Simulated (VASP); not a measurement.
# SnSe2 (P-1) in VASP: notebook

Runs on SnSe2. Level: PBE. Tasks: single point.

Everything below comes from runs of VASP 6.6.1. Logs are shortened: lines on timing, memory, paths and dates and some standing lists are left out, and cuts for length are marked.

## (1) The cell of the first run

The typed cell holds 3 atoms: a = 3.872 Å, b = 3.872 Å, c = 8.371 Å, α = 79.16°, β = 77.13°, γ = 60.00°.

## (2) Single point, PBE (35.17 Å³/atom)

INCAR reads:

```
PREC = Accurate ; ENCUT = 520
EDIFF = 1E-7 ; ISMEAR = 0
SIGMA = 0.02 ; LREAL = F
LASPH = T ; NELM = 100
ALGO = Normal ; ISIF = 2
LWAVE = F ; LCHARG = F
GGA = PE ; NBANDS = 20
```

KPOINTS reads:

```
regular mesh
0
Gamma
  8 8 4
```

POSCAR reads:

```
SnSe2
1.0
    3.8720328951      0.0031241592     -0.0030779566
    1.9333436220      3.3547845238      0.0251254987
    1.8704671200      0.6787726762      8.1311019014
Sn Se
1 2
Direct
    0.0000000000      0.0000000000      0.0000000000
    0.7394311722      0.7100471283      0.8038397376
    0.2605688278      0.2899528717      0.1961602624
```

Potentials or basis: VASP PAW PBE potentials, release 64 (Sn_d, Se).

Launch:

```sh
$ cat potpaw_PBE.64/Sn_d/POTCAR potpaw_PBE.64/Se/POTCAR > POTCAR
$ mpirun -np 1 vasp_std > vasp.out
```

OUTCAR:

```text
PREC = Accurate
   ENCUT = 520
   EDIFF = 1E-7
   ISMEAR = 0
   LREAL = F
   LASPH = T
   NELM = 100
   ISIF = 2
   GGA = PE

 ion  position               nearest neighbor table
   1  0.000  0.000  0.000-   2 2.75   3 2.75   2 2.75   3 2.75   2 2.75   3 2.75
   2  0.739  0.710  0.804-   1 2.75   1 2.75   1 2.75
   3  0.261  0.290  0.196-   1 2.75   1 2.75   1 2.75

  Warning from LATTYP: Got some problem with cell dimensions!
  Tried to take original basis but could not verify dimensions!
  LATTYP: Found a triclinic cell.
 ALAT       =     3.8720831670
 B/A-ratio  =     0.9999876583
 C/A-ratio  =     2.2046274460
 COS(alpha) =     0.0083733613
 COS(beta)  =     0.2691150010
 COS(gamma) =     0.4999968079

  Lattice vectors:

 A1 = (   1.9333436220,   3.3547845238,   0.0251254987)
 A2 = (   3.8720328951,   0.0031241592,  -0.0030779566)
 A3 = (   0.0628765020,   2.6760118476,  -8.1059764027)

Analysis of symmetry for initial positions (statically):
=====================================================================
 Subroutine PRICEL returns:
 Original cell was already a primitive cell.

 Routine SETGRP: Setting up the symmetry group for a
 triclinic supercell.

 Subroutine GETGRP returns: Found  2 space group operations
 (whereof  2 operations were pure point group operations)
 out of a pool of  2 trial point group operations.

The static configuration has the point symmetry S_2 .

Analysis of symmetry for dynamics (positions and initial velocities):
=====================================================================
 Subroutine PRICEL returns:
 Original cell was already a primitive cell.

 Routine SETGRP: Setting up the symmetry group for a
 triclinic supercell.

 Subroutine GETGRP returns: Found  2 space group operations
 (whereof  2 operations were pure point group operations)
 out of a pool of  2 trial point group operations.

The dynamic configuration has the point symmetry S_2 .

 Subroutine INISYM returns: Found  2 space group operations
 (whereof  2 operations are pure point group operations),
 and found     1 'primitive' translations

----------------------------------------------------------------------------------------

                                     Primitive cell

  volume of cell :     105.5220

  direct lattice vectors                    reciprocal lattice vectors
[... 80 lines left out ...]
   PREC   = accura    normal or accurate (medium, high low for compatibility)
   ISTART =      0    job   : 0-new  1-cont  2-samecut
   ICHARG =      2    charge: 1-file 2-atom 10-const
   ISPIN  =      1    spin polarized calculation?
   LNONCOLLINEAR =      F non collinear calculations
   LSORBIT =      F    spin-orbit coupling
   LASPH  =      T    aspherical Exc in radial PAW
   ENCUT  =  520.0 eV  38.22 Ry    6.18 a.u.   7.20  7.20 15.56*2*pi/ulx,y,z
   NELM   =    100;   NELMIN=  2; NELMDL= -5     # of ELM steps
   EDIFF  = 0.1E-06   stopping-criterion for ELM
   LREAL  =      F    real-space projection
   EDIFFG = 0.1E-05   stopping-criterion for IOM
   NSW    =      0    number of steps for IOM
   IBRION =     -1    ionic relax: 0-MD 1-quasi-New 2-CG
   NFREE  =      0    steps in history (QN), initial steepest desc. (CG)
   ISIF   =      2    stress and relaxation
   ISYM   =      2    0-nonsym 1-usesym 2-fastsym
   POTIM  = 0.5000    time-step for ionic-motion
   TEBEG  =    0.0;   TEEND  =   0.0 temperature during run
   PSTRESS=    0.0 pullay stress
   NELECT =      26.0000    total number of electrons
   NUPDOWN=      -1.0000    fix difference up-down
   EMIN   =  10.00;   EMAX   =-10.00  energy-range for DOS
   EFERMI =   0.00;   METHOD = LEGACY
   ISMEAR =     0;   SIGMA  =   0.02  broadening in eV -4-tet -1-fermi 0-gaus
   EFERMI_NEDOS =   21; number of points for ismear=-14 and -15
   IALGO  =     38    algorithm
   IMIX   =      4    mixing-type and parameters
     AMIX     =   0.40;   BMIX     =  1.00
     AMIX_MAG =   1.60;   BMIX_MAG =  1.00
  volume/ion in A,a.u.               =      35.17       237.37
  Fermi-wavevector in a.u.,A,eV,Ry     =   1.026325  1.939473 14.331608  1.053343
  Thomas-Fermi vector in A             =   2.160212
   LORBIT       =      0    0 simple, 1 ext, 2 COOP (PROOUT), +10 PAW based schemes
   GGA     = PE    functional components
   LHFCALC =     F    Hartree Fock is set to
   AEXX    =    0.0000 exact exchange contribution
   IVDW    =     0    specifies the selected vdW correction
   LEPSILON=     F    determine dielectric tensor
   LRPA    =     F    only Hartree local field effects (RPA)
 non-spin polarized calculation
 Gauss-broadening in eV      SIGMA  =   0.02
  energy-cutoff  :      520.00
  volume of cell :      105.52
 maximum number of plane-waves:      2864
 NGX is ok and might be reduce to    30
   NGX = 15   NGY = 15   NGZ = 31

 number of electron      26.0000003 magnetization

 Free energy of the ion-electron system (eV)
  ---------------------------------------------------
  ext. energy  EPLUGINS =         0.00000000
  ---------------------------------------------------
  free energy    TOTEN  =       -11.86703328 eV

  energy without entropy =      -11.86703328  energy(sigma->0) =      -11.86703328

 E-fermi :   1.4204     XC(G=0):  -7.6954

 val. band max:        1.3335277049   @ k =  -0.1250  -0.1250   0.2500
 cond. band min:       2.0723610680   @ k =   0.0000   0.5000   0.5000
 fundamental gap:      0.7388333631
 Fermi energy:         1.4204415197

 k-point     1 :       0.0000    0.0000    0.0000
  band No.  band energies     occupation
      1     -19.7790      2.00000
      2     -19.7790      2.00000
      3     -19.7467      2.00000
      4     -19.7376      2.00000
      5     -19.7376      2.00000
      6     -11.9878      2.00000
[... 541 lines left out ...]
     19       9.1911      0.00000
     20       9.6948      0.00000

 [... further k-points ...]
[... 5 lines left out ...]
  --------------------------------------------------------------------------------------
  -------------------------------------------------------------------------------------
  Total       -0.0227593     -0.0220973     -0.0062050     -0.0002204     -0.0007709     -0.0001953
  in kB       -0.3455624     -0.3355117     -0.0942128     -0.0033469     -0.0117042     -0.0029651
  external PRESSURE =      -0.2584290 kB  Pullay stress =       0.0000000 kB

 VOLUME and BASIS-vectors are now :
 -----------------------------------------------------------------------------
  energy-cutoff  :      520.00
  volume of cell :      105.52
      direct lattice vectors                 reciprocal lattice vectors
     3.872032895  0.003124159 -0.003077957     0.258344726 -0.148530395 -0.047030150
     1.933343622  3.354784524  0.025125499    -0.000260534  0.298418007 -0.024851572
     1.870467120  0.678772676  8.131101901     0.000098599 -0.000978351  0.123043551

 POSITION                                       TOTAL-FORCE (eV/Angst)
 -----------------------------------------------------------------------------------
      0.00000      0.00000      0.00000        -0.000000      0.000000      0.000000
      5.73942      2.92999      6.55167         0.000049      0.000105     -0.013075
      1.93642      1.10669      1.60148        -0.000049     -0.000105      0.013075
 -----------------------------------------------------------------------------------
    total drift:                               -0.000000     -0.000000     -0.000000

  FREE ENERGIE OF THE ION-ELECTRON SYSTEM (eV)
  ---------------------------------------------------
  free  energy   TOTEN  =       -11.8670332779 eV

  energy  without entropy=      -11.8670332779  energy(sigma->0) =      -11.86703328
```

stdout:

```text
POSCAR found type information on POSCAR SnSe
 POSCAR found :  2 types and       3 ions
 scaLAPACK will be used
 LDA part: xc-table for (Slater+PW92), standard interpolation
 POSCAR, INCAR and KPOINTS ok, starting setup
 FFT: planning ... GRIDC
 FFT: planning ... GRID_SOFT
 FFT: planning ... GRID
 WAVECAR not read
 entering main loop
```

It took 3.1 min on 1 thread of AMD EPYC 9R45 (Zen 5), shared host; peak memory 0.39 GiB.

What came out:

```yaml
Free_energy: -11.8670 eV
Pressure: 0.0 GPa
Largest_force: 0.013 eV/Å
Band_gap_on_the_k_mesh: 0.74 eV (least direct gap 1.05 eV)
```

Forces in eV/Å, atoms in the order of the input:
```
Sn   0.000  0.000  0.000
Se   0.000  0.000 -0.013
Se   0.000  0.000  0.013
```

Caveat: spin-orbit coupling is left out, which moves the levels of the heavy elements. A k mesh can miss the band edges.

## (3) Single point, PBE (30.06 Å³/atom)

This run uses another cell than the first one, of 30.06 Å³/atom.

INCAR reads:

```
PREC = Accurate ; ENCUT = 520
EDIFF = 1E-7 ; ISMEAR = 0
SIGMA = 0.02 ; LREAL = False
LASPH = True ; NELM = 80
ALGO = Normal ; ISIF = 2
LWAVE = False ; LCHARG = False
GGA = PE ; NBANDS = 20
```

KPOINTS is that of step 2.

POSCAR reads:

```
SnSe2
1.0
    3.8608431383      0.0029819978     -0.0029596654
    1.9276437236      3.3470307767      0.0305328142
    1.8645096821      0.6979941992      6.9864238375
Sn Se
1 2
Direct
    0.0000000000      0.0000000000      0.0000000000
    0.7507792905      0.7185782086      0.7713230173
    0.2492207095      0.2814217914      0.2286769827
```

Potentials or basis: VASP PAW PBE potentials, release 64 (Sn_d, Se).

Launch:

```sh
$ cat potpaw_PBE.64/Sn_d/POTCAR potpaw_PBE.64/Se/POTCAR > POTCAR
$ mpirun -np 1 vasp_std > vasp.out
```

It took 5.5 min on 1 thread of Intel Xeon 8259CL, shared host; peak memory 0.37 GiB.

The run converged. Its results:

```yaml
Free_energy: -11.8659 eV
Pressure: 0.3 GPa
Largest_force: 0.006 eV/Å
Band_gap_on_the_k_mesh: 0.55 eV (least direct gap 0.85 eV)
```

Forces on the atoms (eV/Å):
```
Sn   0.000  0.000  0.000
Se   0.000  0.003 -0.006
Se   0.000 -0.003  0.006
```

Stress tensor (GPa, compression positive):
```
0.35 0.00 0.00
0.00 0.36 0.03
0.00 0.03 0.24
```

Levels at points of the mesh, in eV from the valence-band top:
```
           k point  band 10  band 11  band 12  band 13  band 14  band 15  band 16  band 17
(0.00, 0.00, 0.00)    -0.48    -0.47    -0.14    -0.12     1.08     3.07     4.52     4.54
(0.50, 0.00, 0.00)    -2.30    -2.17    -1.01    -0.40     0.94     4.08     5.73     5.84
(0.00, 0.50, 0.00)    -2.41    -2.16    -0.94    -0.40     0.96     3.99     5.84     5.97
(0.50, 0.50, 0.00)    -2.24    -2.20    -0.40    -0.30     0.55     3.83     5.32     5.45
(0.00, 0.00, 0.50)    -0.52    -0.50    -0.10    -0.09     2.01     3.01     4.54     4.57
(0.50, 0.00, 0.50)    -2.23    -2.19    -0.41    -0.30     0.55     3.85     5.33     5.39
(0.00, 0.50, 0.50)    -2.20    -2.12    -0.50    -0.30     0.56     3.94     5.22     5.37
(0.50, 0.50, 0.50)    -2.28    -2.17    -1.02    -0.40     0.93     4.10     5.67     5.83
```

Caveat: spin-orbit coupling is left out, which moves the levels of the heavy elements.

## (4) Single point, PBE (31.02 Å³/atom)

This run uses another cell than the first one, of 31.02 Å³/atom.

INCAR reads:

```
SYSTEM = SnSe2
ALGO = Normal
EDIFF = 1E-7
ENCUT = 520
GGA = PE
ISIF = 2
ISMEAR = 0
LASPH = .TRUE.
LCHARG = .TRUE.
LELF = .TRUE.
LREAL = .FALSE.
LVHAR = .TRUE.
LWAVE = .FALSE.
NBANDS = 20
NELM = 80
PREC = Accurate
SIGMA = 0.02
```

KPOINTS reads:

```
k-points
0
G
  8 8 4
  0 0 0
```

POSCAR reads:

```
SnSe2
1.0
    3.8643087379      0.0031634575     -0.0026541122
    1.9295292515      3.3491344515      0.0267750827
    1.8669384677      0.6883135468      7.1976864141
Sn Se
1 2
Direct
    0.0000000000      0.0000000000      0.0000000000
    0.7488909208      0.7160106914      0.7780373509
    0.2511090792      0.2839893086      0.2219626491
```

Potentials or basis: VASP PAW PBE potentials, release 64 (Sn_d, Se).

Launch:

```sh
$ cat potpaw_PBE.64/Sn_d/POTCAR potpaw_PBE.64/Se/POTCAR > POTCAR
$ mpirun -np 1 vasp_std > vasp.out
```

OUTCAR:

```text
SYSTEM = SnSe2
   EDIFF = 1E-7
   ENCUT = 520
   GGA = PE
   ISIF = 2
   ISMEAR = 0
   LASPH = .TRUE.
   LREAL = .FALSE.
   NELM = 80
   PREC = Accurate

 ion  position               nearest neighbor table
   1  0.000  0.000  0.000-   2 2.74   3 2.74   2 2.74   3 2.74   2 2.74   3 2.74
   2  0.749  0.716  0.778-   1 2.74   1 2.74   1 2.74
   3  0.251  0.284  0.222-   1 2.74   1 2.74   1 2.74

  Warning from LATTYP: Got some problem with cell dimensions!
[... 754 lines left out ...]

  FORCE on cell =-STRESS in cart. coord.  units (eV):
  Direction    XX          YY          ZZ          XY          YZ          ZX
  --------------------------------------------------------------------------------------
  -------------------------------------------------------------------------------------
  Total        0.1182615      0.1203959      0.0484949     -0.0010958      0.0068650     -0.0021610
  in kB        2.0362549      2.0730045      0.8349969     -0.0188680      0.1182033     -0.0372089
  external PRESSURE =       1.6480854 kB  Pullay stress =       0.0000000 kB

 VOLUME and BASIS-vectors are now :
 -----------------------------------------------------------------------------
  energy-cutoff  :      520.00
  volume of cell :       93.05
      direct lattice vectors                 reciprocal lattice vectors
     3.864308738  0.003163457 -0.002654112     0.258863890 -0.148715571 -0.052922563
     1.929529251  3.349134451  0.026775083    -0.000264332  0.298964916 -0.028521402
     1.866938468  0.688313547  7.197686414     0.000096438 -0.001166975  0.139020116

 POSITION                                       TOTAL-FORCE (eV/Angst)
 -----------------------------------------------------------------------------------
      0.00000      0.00000      0.00000         0.000000     -0.000000      0.000000
      5.72806      2.93592      5.61725         0.000346      0.001588     -0.004293
      1.93272      1.10469      1.60455        -0.000346     -0.001588      0.004293
 -----------------------------------------------------------------------------------
    total drift:                                0.000000      0.000000      0.000000

  FREE ENERGIE OF THE ION-ELECTRON SYSTEM (eV)
  ---------------------------------------------------
  free  energy   TOTEN  =       -11.8685848384 eV

  energy  without entropy=      -11.8685848384  energy(sigma->0) =      -11.86858484
```

OSZICAR:

```text
N       E                     dE             d eps       ncg     rms          rms(c)
DAV:   1     0.203295613623E+03    0.20330E+03   -0.12009E+04  5336   0.139E+03
DAV:   2     0.115774993053E+02   -0.19172E+03   -0.18452E+03  5804   0.356E+02
DAV:   3    -0.113160905243E+02   -0.22894E+02   -0.22440E+02  6428   0.113E+02
DAV:   4    -0.121222192899E+02   -0.80613E+00   -0.80486E+00  6344   0.227E+01
DAV:   5    -0.121432153919E+02   -0.20996E-01   -0.20995E-01  7376   0.373E+00    0.469E+00
DAV:   6    -0.118845132358E+02    0.25870E+00   -0.54768E-01  8028   0.739E+00    0.301E+00
DAV:   7    -0.118682794382E+02    0.16234E-01   -0.15216E-01  5996   0.239E+00    0.971E-01
DAV:   8    -0.118679768758E+02    0.30256E-03   -0.12693E-02  6572   0.102E+00    0.263E-01
DAV:   9    -0.118685202125E+02   -0.54334E-03   -0.14862E-03  5756   0.305E-01    0.830E-02
DAV:  10    -0.118685487532E+02   -0.28541E-04   -0.12214E-04  6628   0.778E-02    0.313E-02
DAV:  11    -0.118685838154E+02   -0.35062E-04   -0.52504E-05  5516   0.417E-02    0.104E-02
DAV:  12    -0.118685835680E+02    0.24744E-06   -0.36994E-06  7204   0.122E-02    0.759E-03
DAV:  13    -0.118685846235E+02   -0.10556E-05   -0.26485E-06  5544   0.854E-03    0.263E-03
DAV:  14    -0.118685847918E+02   -0.16828E-06   -0.49713E-08  5520   0.152E-03    0.988E-04
DAV:  15    -0.118685848384E+02   -0.46577E-07   -0.53245E-08  4524   0.158E-03
   1 F= -.11868585E+02 E0= -.11868585E+02  d E =-.145926E-21
```

Wall time 5.7 min (1 thread of Intel Xeon 8259CL, shared host); peak memory 0.38 GiB.

Results:

| Property | Result |
| --- | --- |
| Free energy | -11.8686 eV |
| Pressure | 0.2 GPa |
| Largest force | 0.005 eV/Å |
| Band gap on the k mesh | 0.60 eV (least direct gap 0.91 eV) |

Forces on the atoms (eV/Å):
```
Sn   0.000  0.000  0.000
Se   0.000  0.002 -0.004
Se   0.000 -0.002  0.004
```

Levels at points of the mesh, in eV from the valence-band top:
| k point | band 10 | band 11 | band 12 | band 13 | band 14 | band 15 | band 16 | band 17 |
| --- | --- | --- | --- | --- | --- | --- | --- | --- |
| (0.00, 0.00, 0.00) | -0.47 | -0.47 | -0.12 | -0.11 | 1.13 | 3.07 | 4.53 | 4.55 |
| (0.50, 0.00, 0.00) | -2.27 | -2.16 | -0.93 | -0.37 | 0.91 | 4.09 | 5.68 | 5.80 |
| (0.00, 0.50, 0.00) | -2.35 | -2.16 | -0.87 | -0.37 | 0.92 | 4.01 | 5.81 | 5.89 |
| (0.50, 0.50, 0.00) | -2.23 | -2.19 | -0.46 | -0.31 | 0.61 | 3.88 | 5.39 | 5.43 |
| (0.00, 0.00, 0.50) | -0.50 | -0.49 | -0.10 | -0.09 | 1.92 | 3.01 | 4.55 | 4.56 |
| (0.50, 0.00, 0.50) | -2.21 | -2.18 | -0.46 | -0.31 | 0.60 | 3.89 | 5.38 | 5.39 |
| (0.00, 0.50, 0.50) | -2.18 | -2.13 | -0.54 | -0.30 | 0.61 | 3.98 | 5.21 | 5.42 |
| (0.50, 0.50, 0.50) | -2.25 | -2.16 | -0.93 | -0.37 | 0.90 | 4.12 | 5.61 | 5.80 |

Caveat: spin-orbit coupling is left out, which moves the levels of the heavy elements. A k mesh can miss the band edges.

## (5) Overview

```csv
cell,gap on the mesh (eV),pressure (GPa),largest force (eV/Å)
"a = 3.872, b = 3.872, c = 8.371 Å, angles 79.2, 77.1, 60.0°, 3 atoms, atomic positions A",0.74,0.0,0.01
"a = 3.861, b = 3.863, c = 7.265 Å, angles 77.4, 75.2, 60.0°, 3 atoms, atomic positions B",0.55,0.3,0.01
"a = 3.864, b = 3.865, c = 7.468 Å, angles 77.8, 75.6, 60.0°, 3 atoms, atomic positions C",0.60,0.2,-
```

Alike in all rows: task single point; level PBE; potentials or basis VASP PAW PBE potentials, release 64 (Sn_d, Se); no spin polarisation; k mesh 8 × 8 × 4; cutoff (eV) 520; smearing gaussian 0.02 eV.

Caveats: spin-orbit coupling is left out, which moves the levels of the heavy elements.

Total energies depend on the potentials used, so only differences within one code and one set of settings carry meaning.
